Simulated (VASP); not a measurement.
# AlNi (Pm-3m) in VASP: settings compared

The runs below take AlNi through vibrations by perturbation theory, single point, with PBE, PBEsol+U, r2SCAN+U.

Program: VASP 6.6.1. These are calculated values, not measurements. Logs are shortened: lines on timing, memory, paths and dates and some standing lists are left out, and cuts for length are marked.

## 1. The cell of the first run

The structure is cubic, space group Pm-3m (No. 221). Conventional cell: a = 2.881 Å, b = 2.881 Å, c = 2.881 Å, α = 90.00°, β = 90.00°, γ = 90.00°. Ni (site symmetry m-3m) has 8 Al at 2.50 Å and 6 Ni at 2.88 Å within 3.3 Å. Within 3.3 Å of Al (site symmetry m-3m) lie 8 Ni at 2.50 Å and 6 Al at 2.88 Å.

## 2. Vibrations by perturbation theory, PBE, collinear spin, ferromagnetic start

Input file INCAR:

```
  PREC = Accurate
  ENCUT = 520
  EDIFF = 1E-8
  ISMEAR = -1
  SIGMA = 0.05
  LREAL = F
  LASPH = T
  NELM = 150
  ALGO = Fast
  ISIF = 2
  LWAVE = F
  LCHARG = T
  ISPIN = 2
  MAGMOM = 1 0
  LORBIT = 11
  LMAXMIX = 4
  GGA = PE
  NBANDS = 18
  IBRION = 8
  NSW = 1
```

Input file KPOINTS:

```
Automatic mesh
0
Gamma
  7 7 7
```

Input file POSCAR:

```
AlNi
1.0
    2.8810000000      0.0000000000      0.0000000000
    0.0000000000      2.8810000000      0.0000000000
    0.0000000000      0.0000000000      2.8810000000
Ni Al
1 1
Direct
    0.5000000000      0.5000000000      0.5000000000
    0.0000000000      0.0000000000      0.0000000000
```

Potentials or basis: VASP PAW PBE potentials, release 64 (Ni, Al).

Started as:

```
$ cat potpaw_PBE.64/Ni/POTCAR potpaw_PBE.64/Al/POTCAR > POTCAR
$ mpirun -np 1 vasp_std > vasp.out
```

OUTCAR:

```text
PREC = Accurate
   ENCUT = 520
   EDIFF = 1E-8
   ISMEAR = -1
   LREAL = F
   LASPH = T
   NELM = 150
   ISIF = 2
   ISPIN = 2
   LORBIT = 11
   GGA = PE
   IBRION = 8
   NSW = 1

 ion  position               nearest neighbor table
   1  0.500  0.500  0.500-   2 2.50   2 2.50   2 2.50   2 2.50   2 2.50   2 2.50   2 2.50   2 2.50

   2  0.000  0.000  0.000-   1 2.50   1 2.50   1 2.50   1 2.50   1 2.50   1 2.50   1 2.50   1 2.50

  LATTYP: Found a simple cubic cell.
 ALAT       =     2.8810000000

  Lattice vectors:

 A1 = (   2.8810000000,   0.0000000000,   0.0000000000)
 A2 = (   0.0000000000,   2.8810000000,   0.0000000000)
 A3 = (   0.0000000000,   0.0000000000,   2.8810000000)

Analysis of symmetry for initial positions (statically):
=====================================================================
 Subroutine PRICEL returns:
 Original cell was already a primitive cell.

 Routine SETGRP: Setting up the symmetry group for a
 simple cubic supercell.

 Subroutine GETGRP returns: Found 48 space group operations
 (whereof 48 operations were pure point group operations)
 out of a pool of 48 trial point group operations.

The static configuration has the point symmetry O_h .

Analysis of symmetry for dynamics (positions and initial velocities):
=====================================================================
 Subroutine PRICEL returns:
 Original cell was already a primitive cell.

 Routine SETGRP: Setting up the symmetry group for a
 simple cubic supercell.

 Subroutine GETGRP returns: Found 48 space group operations
 (whereof 48 operations were pure point group operations)
 out of a pool of 48 trial point group operations.

The dynamic configuration has the point symmetry O_h .

Analysis of structural, dynamic, and magnetic symmetry:
=====================================================================
 Subroutine PRICEL returns:
 Original cell was already a primitive cell.

 Routine SETGRP: Setting up the symmetry group for a
 simple cubic supercell.

 Subroutine GETGRP returns: Found 48 space group operations
 (whereof 48 operations were pure point group operations)
 out of a pool of 48 trial point group operations.

The overall configuration has the point symmetry O_h .

 Subroutine INISYM returns: Found 48 space group operations
 (whereof 48 operations are pure point group operations),
 and found     1 'primitive' translations

----------------------------------------------------------------------------------------

                                     Primitive cell

  volume of cell :      23.9128

  direct lattice vectors                    reciprocal lattice vectors
     2.881000000  0.000000000  0.000000000     0.347101701  0.000000000  0.000000000
     0.000000000  2.881000000  0.000000000     0.000000000  0.347101701  0.000000000
     0.000000000  0.000000000  2.881000000     0.000000000  0.000000000  0.347101701

  length of vectors
     2.881000000  2.881000000  2.881000000     0.347101701  0.347101701  0.347101701

  position of ions in fractional coordinates (direct lattice)
     0.500000000  0.500000000  0.500000000
     0.000000000  0.000000000  0.000000000

  ion indices of the primitive-cell ions
   primitive index   ion index
                 1           1
                 2           2

----------------------------------------------------------------------------------------

[... 112 lines left out ...]
  ---------------------------------------------------
  free energy    TOTEN  =       -10.55367993 eV

  energy without entropy =      -10.54767237  energy(sigma->0) =      -10.55067615

 E-fermi :  10.1880     XC(G=0): -12.0470

 val. band max:       10.1545365000   @ k =   0.4286   0.2857   0.2857
 cond. band min:      10.2684094589   @ k =   0.4286   0.4286   0.4286
 fundamental gap:      0.1138729590
 Fermi energy:        10.1879644263

 spin component 1

 k-point     1 :       0.0000    0.0000    0.0000
  band No.  band energies     occupation
      1      -1.1124      1.00000
      2       6.8213      1.00000
      3       6.8213      1.00000
      4       8.5116      1.00000
      5       8.5116      1.00000
      6       8.5116      1.00000
[... 396 lines left out ...]
      4       8.8491      1.00000
      5       8.8491      1.00000
      6      10.2684      0.16674
[... 10 lines left out ...]
     17      39.9226      0.00000
     18      40.2837      0.00000
 Fermi energy:        10.1879644263

 spin component 2

 k-point     1 :       0.0000    0.0000    0.0000
  band No.  band energies     occupation
      1      -1.1124      1.00000
      2       6.8214      1.00000
      3       6.8214      1.00000
      4       8.5117      1.00000
      5       8.5117      1.00000
      6       8.5117      1.00000
[... 409 lines left out ...]
     17      39.8710      0.00000
     18      40.2589      0.00000

------------------------ aborting loop because EDIFF is reached ----------------------------------------

  FORCE on cell =-STRESS in cart. coord.  units (eV):
  Direction    XX          YY          ZZ          XY          YZ          ZX
  --------------------------------------------------------------------------------------
  -------------------------------------------------------------------------------------
  Total        0.2989135      0.2989135      0.2989135      0.0000000      0.0000000     -0.0000000
  in kB       20.0274799     20.0274799     20.0274799      0.0000000      0.0000000     -0.0000000
  external PRESSURE =      20.0274799 kB  Pullay stress =       0.0000000 kB

 VOLUME and BASIS-vectors are now :
 -----------------------------------------------------------------------------
  energy-cutoff  :      520.00
  volume of cell :       23.91
      direct lattice vectors                 reciprocal lattice vectors
     2.881000000  0.000000000  0.000000000     0.347101701  0.000000000  0.000000000
     0.000000000  2.881000000  0.000000000     0.000000000  0.347101701  0.000000000
     0.000000000  0.000000000  2.881000000     0.000000000  0.000000000  0.347101701

 POSITION                                       TOTAL-FORCE (eV/Angst)
 -----------------------------------------------------------------------------------
      1.44050      1.44050      1.44050         0.000000      0.000000      0.000000
      0.00000      0.00000      0.00000         0.000000      0.000000      0.000000
 -----------------------------------------------------------------------------------
    total drift:                                0.000000      0.000000     -0.000000

  FREE ENERGIE OF THE ION-ELECTRON SYSTEM (eV)
  ---------------------------------------------------
  free  energy   TOTEN  =       -10.5536799346 eV

  energy  without entropy=      -10.5476723665  energy(sigma->0) =      -10.55067615

[... ionic steps 2 to 3 ...]

--------------------------------------- Ionic step        4  -------------------------------------------

------------------------ aborting loop because EDIFF is reached ----------------------------------------

[... ionic steps 5 to 6 ...]

--------------------------------------- Ionic step        7  -------------------------------------------

 Free energy of the ion-electron system (eV)
  ---------------------------------------------------
  ---------------------------------------------------
  free energy    TOTEN  =        -0.00549202 eV

  energy without entropy =       -0.00549202

------------------------ aborting loop because EDIFF is reached ----------------------------------------

 INTERNAL STRAIN TENSOR  FOR ION    2  DIRECTION 1   (eV/Angst):
 -----------------------------------------------------------------------------
    -0.04611  0.00000  0.00000
     0.00000  0.01677  0.00000
    -0.00000  0.00000  0.01677

 INTERNAL STRAIN TENSOR FOR ION    2 for displacements in x,y,z  (eV/Angst):
          X           Y           Z          XY          YZ          ZX
  --------------------------------------------------------------------------------
  x     0.00000     0.00000     0.00000     0.00000     0.00000     0.00000
  y     0.00000     0.00000     0.00000     0.00000     0.00000     0.00000
  z     0.00000     0.00000     0.00000     0.00000     0.00000     0.00000

 SECOND DERIVATIVES (NOT SYMMETRIZED)
 ------------------------------------
               1X          1Y          1Z          2X          2Y          2Z
  1X    -5.996999   -0.000000   -0.000000    5.996999    0.000000    0.000000
  1Y    -0.000000   -5.996999    0.000000    0.000000    5.996999   -0.000000
  1Z     0.000000    0.000000   -5.996999   -0.000000   -0.000000    5.996999
  2X     5.962929   -0.000000    0.000000   -5.962929    0.000000   -0.000000
  2Y    -0.000000    5.962929    0.000000    0.000000   -5.962929   -0.000000
  2Z    -0.000000   -0.000000    5.962929    0.000000    0.000000   -5.962929

 Eigenvectors and eigenvalues of the dynamical matrix
 ----------------------------------------------------

   1 f  =    8.887450 THz    55.841494 2PiTHz  296.453417 cm-1    36.755523 meV
             X         Y         Z           dx          dy          dz
      1.440500  1.440500  1.440500     0.562289    0.000000    0.000000
      0.000000  0.000000  0.000000    -0.826941   -0.000000    0.000000
[... 21 lines left out ...]
   6 f/i=    0.011772 THz     0.073965 2PiTHz    0.392669 cm-1     0.048685 meV
             X         Y         Z           dx          dy          dz
      1.440500  1.440500  1.440500     0.000000   -0.000000    0.826941
      0.000000  0.000000  0.000000     0.000000    0.000000    0.562289

--------------------------------------------------------------------------------------------------------

 ELASTIC MODULI CONTR FROM IONIC RELAXATION (kBar)
 Direction    XX          YY          ZZ          XY          YZ          ZX
 --------------------------------------------------------------------------------
 XX           0.0000      0.0000      0.0000      0.0000      0.0000      0.0000
 YY           0.0000      0.0000      0.0000      0.0000      0.0000      0.0000
 ZZ           0.0000      0.0000      0.0000      0.0000      0.0000      0.0000
 XY           0.0000      0.0000      0.0000      0.0000      0.0000      0.0000
 YZ           0.0000      0.0000      0.0000      0.0000      0.0000      0.0000
 ZX           0.0000      0.0000      0.0000      0.0000      0.0000      0.0000
 --------------------------------------------------------------------------------

 total charge

# of ion       s       p       d       tot
------------------------------------------
    1        0.475   0.513   8.481   9.468
    2        0.384   0.413   0.000   0.797
--------------------------------------------------
tot          0.859   0.926   8.481  10.266

 magnetization (x)

# of ion       s       p       d       tot
------------------------------------------
    1        0.000   0.000   0.000   0.000
    2        0.000   0.000   0.000   0.000
--------------------------------------------------
tot          0.000   0.000   0.000   0.000
```

Wall time 66 s (1 thread of Intel Xeon 6975P-C (Granite Rapids), shared host); peak memory 0.21 GiB.

Results:

- Net moment: 0.00 μB per cell
- Valence electrons inside the program's atomic spheres: Ni 9.47; Al 0.80
- Highest phonon frequency at Γ, LO-TO splitting left out: 296 cm⁻¹

Phonon frequencies in cm⁻¹ (negative: imaginary):
```
              q point        frequencies
(0.000, 0.000, 0.000)  0 0 0 296 296 296
```

Caveat: the cell wasn't relaxed at this level first, which shifts response properties.

[end of part 1 of 2]
